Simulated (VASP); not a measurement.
# Zn (P6_3/mmc) in VASP: a series of runs

Zn is run at these levels: PBEsol; tasks: single point.

All numbers are computed with VASP 6.6.1; they aren't measurements. Logs are shortened: lines on timing, memory, paths and dates and some standing lists are left out, and cuts for length are marked.

### 1 The cell of the first run

Symmetry: P6_3/mmc, No. 194, hexagonal system. Conventional cell: a = 2.670 Å, b = 2.670 Å, c = 4.966 Å, α = 90.00°, β = 90.00°, γ = 120.00°. Zn (site symmetry -6m2) has 12 Zn at 2.67 to 2.92 Å within 3.5 Å.

### 2 Single point, PBEsol

Input file INCAR:

```
ALGO     = Normal         # electronic algorithm
EDIFF    = 1E-6           # SCF threshold, eV
ENCUT    = 520            # plane-wave cutoff, eV
GGA      = PS             # functional
ISIF     = 2              # what is computed and relaxed
ISMEAR   = 0              # smearing method
LASPH    = True           # aspherical terms in the spheres
LCHARG   = True           # write CHGCAR
LELF     = True           # ELF
LREAL    = False          # projectors in reciprocal space
LVHAR    = True         
LWAVE    = False          # write WAVECAR
NBANDS   = 19             # bands
NELM     = 80             # most SCF steps
PREC     = Accurate       # precision mode
SIGMA    = 0.1            # smearing width, eV
```

Input file KPOINTS:

```
k-points
0
Gamma
  6 6 4
```

Input file POSCAR:

```
Zn
1.0
    2.6700000000      0.0000000000      0.0000000000
   -1.3350000000      2.3122878281      0.0000000000
    0.0000000000      0.0000000000      4.9660000000
Zn
2
Direct
    0.3333333333      0.6666666667      0.2500000000
    0.6666666667      0.3333333333      0.7500000000
```

Potentials or basis: VASP PAW PBE potentials, release 64 (Zn).

Started as:

```bash
cat potpaw_PBE.64/Zn/POTCAR > POTCAR
mpirun -np 1 vasp_std > vasp.out
```

OUTCAR:

```text
EDIFF = 1E-6
   ENCUT = 520
   GGA = PS
   ISIF = 2
   ISMEAR = 0
   LASPH = True
   LREAL = False
   NELM = 80
   PREC = Accurate

 ion  position               nearest neighbor table
   1  0.333  0.667  0.250-   2 2.92   2 2.92   2 2.92   2 2.92   2 2.92   2 2.92
   2  0.667  0.333  0.750-   1 2.92   1 2.92   1 2.92   1 2.92   1 2.92   1 2.92

  LATTYP: Found a hexagonal cell.
 ALAT       =     2.6700000000
 C/A-ratio  =     1.8599250936

  Lattice vectors:

 A1 = (   2.6700000000,   0.0000000000,   0.0000000000)
 A2 = (  -1.3350000000,   2.3122878281,   0.0000000000)
 A3 = (   0.0000000000,   0.0000000000,   4.9660000000)

Analysis of symmetry for initial positions (statically):
=====================================================================
 Subroutine PRICEL returns:
 Original cell was already a primitive cell.

 Routine SETGRP: Setting up the symmetry group for a
 hexagonal supercell.

 Subroutine GETGRP returns: Found 24 space group operations
 (whereof 12 operations were pure point group operations)
 out of a pool of 24 trial point group operations.

The static configuration has the point symmetry D_3d.
 The point group associated with its full space group is D_6h.

Analysis of symmetry for dynamics (positions and initial velocities):
=====================================================================
 Subroutine PRICEL returns:
 Original cell was already a primitive cell.

 Routine SETGRP: Setting up the symmetry group for a
 hexagonal supercell.

 Subroutine GETGRP returns: Found 24 space group operations
 (whereof 12 operations were pure point group operations)
 out of a pool of 24 trial point group operations.

The dynamic configuration has the point symmetry D_3d.
 The point group associated with its full space group is D_6h.

 Subroutine INISYM returns: Found 24 space group operations
 (whereof 12 operations are pure point group operations),
 and found     1 'primitive' translations

----------------------------------------------------------------------------------------

                                     Primitive cell

  volume of cell :      30.6591

  direct lattice vectors                    reciprocal lattice vectors
     2.670000000  0.000000000  0.000000000     0.374531835  0.216236056  0.000000000
    -1.335000000  2.312287828  0.000000000     0.000000000  0.432472112  0.000000000
     0.000000000  0.000000000  4.966000000     0.000000000  0.000000000  0.201369311

  length of vectors
     2.670000000  2.670000000  4.966000000     0.432472112  0.432472112  0.201369311

  position of ions in fractional coordinates (direct lattice)
     0.333333333  0.666666667  0.250000000
     0.666666667  0.333333333  0.750000000

  ion indices of the primitive-cell ions
   primitive index   ion index
                 1           1
                 2           2

----------------------------------------------------------------------------------------

 KPOINTS: k-points

Automatic generation of k-mesh.
 Grid dimensions read from file:
 generate k-points for:    6    6    4

 Generating k-lattice:

  Cartesian coordinates                     Fractional coordinates (reciprocal lattice)
     0.062421973  0.036039343  0.000000000     0.166666667  0.000000000  0.000000000
     0.000000000  0.072078685  0.000000000     0.000000000  0.166666667  0.000000000
     0.000000000  0.000000000  0.050342328     0.000000000  0.000000000  0.250000000

  Length of vectors
     0.072078685  0.072078685  0.050342328

  Shift w.r.t. Gamma in fractional coordinates (k-lattice)
     0.000000000  0.000000000  0.000000000

 Subroutine IBZKPT returns following result:
 ===========================================

 Found     21 irreducible k-points:

 Following reciprocal coordinates:
            Coordinates               Weight
  0.000000  0.000000  0.000000      1.000000
  0.166667  0.000000  0.000000      6.000000
  0.333333  0.000000  0.000000      6.000000
  0.500000  0.000000  0.000000      3.000000
  0.166667  0.166667  0.000000      6.000000
  0.333333  0.166667  0.000000     12.000000
[... 13 lines left out ...]
  0.333333  0.166667  0.500000     12.000000
  0.333333  0.333333  0.500000      2.000000
   k-points           NKPTS =     21   k-points in BZ     NKDIM =     21   number of bands    NBANDS=     19
   number of dos      NEDOS =    301   number of ions     NIONS =      2
   total plane-waves  NPLWV =  16000
   dimension x,y,z NGX =    20 NGY =   20 NGZ =   40
   dimension x,y,z NGXF=    40 NGYF=   40 NGZF=   80
   ions per type =               2
   NGX,Y,Z   is equivalent  to a cutoff of  12.45, 12.45, 13.39 a.u.
   NGXF,Y,Z  is equivalent  to a cutoff of  24.91, 24.91, 26.78 a.u.
 SYSTEM =  unknown system
   PREC   = accura    normal or accurate (medium, high low for compatibility)
   ISTART =      0    job   : 0-new  1-cont  2-samecut
   ICHARG =      2    charge: 1-file 2-atom 10-const
   ISPIN  =      1    spin polarized calculation?
   LNONCOLLINEAR =      F non collinear calculations
   LSORBIT =      F    spin-orbit coupling
   LASPH  =      T    aspherical Exc in radial PAW
   ENCUT  =  520.0 eV  38.22 Ry    6.18 a.u.   4.96  4.96  9.23*2*pi/ulx,y,z
   NELM   =     80;   NELMIN=  2; NELMDL= -5     # of ELM steps
   EDIFF  = 0.1E-05   stopping-criterion for ELM
   LREAL  =      F    real-space projection
   EDIFFG = 0.1E-04   stopping-criterion for IOM
   NSW    =      0    number of steps for IOM
   IBRION =     -1    ionic relax: 0-MD 1-quasi-New 2-CG
   NFREE  =      0    steps in history (QN), initial steepest desc. (CG)
   ISIF   =      2    stress and relaxation
   ISYM   =      2    0-nonsym 1-usesym 2-fastsym
   POTIM  = 0.5000    time-step for ionic-motion
   TEBEG  =    0.0;   TEEND  =   0.0 temperature during run
   PSTRESS=    0.0 pullay stress
   NELECT =      24.0000    total number of electrons
   NUPDOWN=      -1.0000    fix difference up-down
   EMIN   =  10.00;   EMAX   =-10.00  energy-range for DOS
   EFERMI =   0.00;   METHOD = LEGACY
   ISMEAR =     0;   SIGMA  =   0.10  broadening in eV -4-tet -1-fermi 0-gaus
   EFERMI_NEDOS =   21; number of points for ismear=-14 and -15
   IALGO  =     38    algorithm
   IMIX   =      4    mixing-type and parameters
     AMIX     =   0.40;   BMIX     =  1.00
     AMIX_MAG =   1.60;   BMIX_MAG =  1.00
  volume/ion in A,a.u.               =      15.33       103.45
  Fermi-wavevector in a.u.,A,eV,Ry     =   1.508778  2.851177 30.972445  2.276410
  Thomas-Fermi vector in A             =   2.619187
   LORBIT       =      0    0 simple, 1 ext, 2 COOP (PROOUT), +10 PAW based schemes
   GGA     = PS    functional components
   LHFCALC =     F    Hartree Fock is set to
   AEXX    =    0.0000 exact exchange contribution
   IVDW    =     0    specifies the selected vdW correction
   LEPSILON=     F    determine dielectric tensor
   LRPA    =     F    only Hartree local field effects (RPA)
 non-spin polarized calculation
 Gauss-broadening in eV      SIGMA  =   0.10
  energy-cutoff  :      520.00
  volume of cell :       30.66
 maximum number of plane-waves:       855
 NGX is ok and might be reduce to    20
   NGX =  9   NGY =  9   NGZ = 19

 number of electron      24.0000011 magnetization

 Free energy of the ion-electron system (eV)
  ---------------------------------------------------
  ext. energy  EPLUGINS =         0.00000000
  ---------------------------------------------------
  free energy    TOTEN  =        -3.07996018 eV

  energy without entropy =       -3.07589038  energy(sigma->0) =       -3.07792528

 E-fermi :   3.1499     XC(G=0): -11.6560

 val. band max:        3.1286484910   @ k =   0.0000   0.0000   0.2500
 cond. band min:       3.2123121556   @ k =   0.3333   0.3333   0.2500
 fundamental gap:      0.0836636646
 Fermi energy:         3.1498569846

 k-point     1 :       0.0000    0.0000    0.0000
  band No.  band energies     occupation
      1      -7.4686      2.00000
      2      -5.6559      2.00000
      3      -4.9533      2.00000
      4      -4.7298      2.00000
      5      -4.7298      2.00000
      6      -4.6808      2.00000
[... 11 lines left out ...]
     18      21.8650      0.00000
     19      21.8660      0.00000

 k-point     2 :       0.1667    0.0000    0.0000
  band No.  band energies     occupation
      1      -6.6709      2.00000
      2      -5.3628      2.00000
      3      -4.9061      2.00000
      4      -4.7863      2.00000
      5      -4.6913      2.00000
      6      -4.5834      2.00000
[... 11 lines left out ...]
     18      19.1435      0.00000
     19      20.0932      0.00000

 k-point     3 :       0.3333    0.0000    0.0000
  band No.  band energies     occupation
      1      -5.4232      2.00000
      2      -5.3088      2.00000
      3      -5.0453      2.00000
      4      -4.7104      2.00000
      5      -4.6294      2.00000
      6      -4.5243      2.00000
[... 11 lines left out ...]
     18      17.6128      0.00000
     19      19.2596      0.00000

 k-point     4 :       0.5000    0.0000    0.0000
  band No.  band energies     occupation
      1      -5.4603      2.00000
      2      -5.3761      2.00000
      3      -5.2095      2.00000
      4      -4.7345      2.00000
      5      -4.5766      2.00000
      6      -4.5682      2.00000
[... 11 lines left out ...]
     18      17.1121      0.00000
     19      18.2009      0.00000

 k-point     5 :       0.1667    0.1667    0.0000
  band No.  band energies     occupation
      1      -5.3831      2.00000
      2      -5.0612      2.00000
      3      -4.9964      2.00000
      4      -4.9047      2.00000
      5      -4.8008      2.00000
      6      -4.6433      2.00000
[... 11 lines left out ...]
     18      15.9932      0.00000
     19      17.3459      0.00000
[... 268 lines left out ...]
      2      -5.4395      2.00000
      3      -5.1357      2.00000
      4      -5.1357      2.00000
      5      -4.3726      2.00000
      6      -4.3726      2.00000
[... 11 lines left out ...]
     18      14.7636      0.00000
     19      16.3676      0.00000

 k-point    19 :       0.1667    0.1667    0.5000
  band No.  band energies     occupation
      1      -5.0918      2.00000
      2      -5.0918      2.00000
      3      -4.9076      2.00000
      4      -4.9076      2.00000
      5      -4.8664      2.00000
      6      -4.8664      2.00000
[... 11 lines left out ...]
     18      12.0373      0.00000
     19      23.4397      0.00000

 k-point    20 :       0.3333    0.1667    0.5000
  band No.  band energies     occupation
      1      -5.2034      2.00000
      2      -5.2034      2.00000
      3      -5.0273      2.00000
      4      -5.0273      2.00000
      5      -4.5249      2.00000
      6      -4.5249      2.00000
[... 11 lines left out ...]
     18      12.6410      0.00000
     19      18.2606      0.00000

 k-point    21 :       0.3333    0.3333    0.5000
  band No.  band energies     occupation
      1      -4.9808      2.00000
      2      -4.9808      2.00000
      3      -4.8721      2.00000
      4      -4.8721      2.00000
      5      -4.7016      2.00000
      6      -4.7016      2.00000
[... 11 lines left out ...]
     18      14.7889      0.00000
     19      17.4296      0.00000

------------------------ aborting loop because EDIFF is reached ----------------------------------------

  FORCE on cell =-STRESS in cart. coord.  units (eV):
  Direction    XX          YY          ZZ          XY          YZ          ZX
  --------------------------------------------------------------------------------------
  -------------------------------------------------------------------------------------
  Total       -0.9956072     -0.9956072     -0.3170380     -0.0000000     -0.0000000      0.0000000
  in kB      -52.0281921    -52.0281921    -16.5676952     -0.0000000     -0.0000000      0.0000000
  external PRESSURE =     -40.2080265 kB  Pullay stress =       0.0000000 kB

 VOLUME and BASIS-vectors are now :
 -----------------------------------------------------------------------------
  energy-cutoff  :      520.00
  volume of cell :       30.66
      direct lattice vectors                 reciprocal lattice vectors
     2.670000000  0.000000000  0.000000000     0.374531835  0.216236056  0.000000000
    -1.335000000  2.312287828  0.000000000     0.000000000  0.432472112  0.000000000
     0.000000000  0.000000000  4.966000000     0.000000000  0.000000000  0.201369311

 POSITION                                       TOTAL-FORCE (eV/Angst)
 -----------------------------------------------------------------------------------
     -0.00000      1.54153      1.24150        -0.000000      0.000000      0.000000
      1.33500      0.77076      3.72450         0.000000      0.000000      0.000000
 -----------------------------------------------------------------------------------
    total drift:                               -0.000000      0.000000      0.000000

  FREE ENERGIE OF THE ION-ELECTRON SYSTEM (eV)
  ---------------------------------------------------
  free  energy   TOTEN  =        -3.0799601813 eV

  energy  without entropy=       -3.0758903803  energy(sigma->0) =       -3.07792528
```

Run time: 5.8 s. Hardware: 1 thread of Intel Xeon 6975P-C (Granite Rapids), shared host; peak memory 0.14 GiB.

What came out:

```yaml
Free_energy: -3.0800 eV
Pressure: -4.0 GPa
Band_gap_on_the_k_mesh: zero (band 12 reaches 3.83 eV, above the bottom of band 13 at -0.17 eV)
```

Stress tensor (GPa, compression positive):
```
-5.20  0.00  0.00
 0.00 -5.20  0.00
 0.00  0.00 -1.66
```

Levels at points of the mesh, in eV from the Fermi level:
```
           k point  band 9  band 10  band 11  band 12  band 13  band 14  band 15  band 16
(0.00, 0.00, 0.00)   -7.50    -7.29    -7.29    -3.88    -3.32    13.21    16.84    17.07
(0.50, 0.00, 0.00)   -7.12    -7.10    -3.08    -2.42     2.31     3.26     3.75     5.42
(0.00, 0.00, 0.50)   -7.38    -7.38    -7.38    -7.38     4.26     4.26    18.34    18.34
(0.50, 0.00, 0.50)   -7.11    -7.11    -2.12    -2.12    -0.16    -0.16     9.77     9.77
```

Caveat: the k points lie up to 0.45 Å⁻¹ apart; the PAW data sets were made with another functional, which shifts forces and pressure a little.

(Continued in part 2 of 2.)
